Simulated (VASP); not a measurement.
Wanted: the native input for a VASP 6.6.1 run.

- Task: single point
- Functional: PBE
- Dispersion: D3(BJ)
- Potentials or basis: VASP PAW PBE potentials, release 64 (Sn_d, Se)
- Cutoff: 520 eV
- k mesh: 8 × 8 × 6
- Occupations: gaussian, width 0.03 eV
- Spin: no spin polarisation
- Dipole correction: no
- Further INCAR settings: ALGO = Normal; EDIFF = 1e-07; NBANDS = 28

The structure of SnSe lies in POSCAR:

```
SnSe
1.0
    4.0109000000      0.0000000000      0.0000000000
    0.0000000000      4.0109000000      0.0000000000
    0.0000000000      0.0000000000      6.2577000000
Sn Se
2 2
Direct
    0.5000000000      0.0000000000      0.2500887432
    0.0000000000      0.5000000000      0.7499112568
    0.5000000000      0.0000000000      0.7499352227
    0.0000000000      0.5000000000      0.2500647773
```

These files were run (other wordings do the same):

INCAR

```
SYSTEM = SnSe
  ALGO = Normal
  EDIFF = 1E-7
  ENCUT = 520
  GGA = PE
  ISIF = 2
  ISMEAR = 0
  IVDW = 12
  LASPH = .True.
  LCHARG = .False.
  LREAL = .False.
  LWAVE = .False.
  NBANDS = 28
  NELM = 80
  PREC = Accurate
  SIGMA = 0.03
```

KPOINTS

```
k-points
0
Gamma
  8 8 6
  0 0 0
```

Potentials or basis: VASP PAW PBE potentials, release 64 (Sn_d, Se).

Launch:

```console
$ cat potpaw_PBE.64/Sn_d/POTCAR potpaw_PBE.64/Se/POTCAR > POTCAR
$ mpirun -np 1 vasp_std > vasp.out
```

Results of the run:

```json
{
  "Pressure": "4.9 GPa",
  "Band gap on the k mesh": "zero (bands 20 and 21 overlap by 0.16 eV)",
  "Dispersion energy per atom": "-0.383 eV"
}
```

Caveat: the cell stands under pressure; semilocal functionals underestimate gaps, so a narrow gap can read as zero; spin-orbit coupling is left out, which moves the levels of the heavy elements.

It took 61 s on 1 thread of Intel(R) Xeon(R) Platinum 8559C (Emerald Rapids) (shared host), peak memory 0.29 GiB.
